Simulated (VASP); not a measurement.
Runs of VASP 6.6.1 on Hf. The structure is that of space group P6_3/mmc (No. 194), or close to it. The cells are those of the table. 

```csv
task,cell,k mesh,cutoff (eV),gap on the mesh (eV),pressure (GPa)
relaxation of cell and atoms,"relaxed from a = 3.197, b = 3.197, c = 5.058 Å, angles 90.0, 90.0, 120.0°, 2 atoms",11 × 11 × 6,600,none,0.0
single point,"a = 3.205, b = 3.205, c = 5.074 Å, angles 90.0, 90.0, 120.0°, 2 atoms",11 × 11 × 6,520,none,-0.4
single point,"a = 3.161, b = 3.161, c = 5.005 Å, angles 90.0, 90.0, 120.0°, 2 atoms",19 × 19 × 10,520,none,4.2
single point,"a = 3.205, b = 3.205, c = 5.074 Å, angles 90.0, 90.0, 120.0°, 2 atoms",19 × 19 × 10,520,none,(a)
```

Alike in all rows: level PBE; potentials or basis VASP PAW PBE potentials, release 64 (Hf_pv); no spin polarisation; smearing fermi-dirac 0.1 eV.

Q: Fill in the values left out.

A: (a) -0.5.

Caveats: spin-orbit coupling is left out, which moves the levels of the heavy elements; the cell stands under pressure (at least some runs).

A k mesh can miss the band edges, and the runs leave out spin-orbit coupling on Hf.

A gap of «none» marks levels without a gap at the run's occupations.
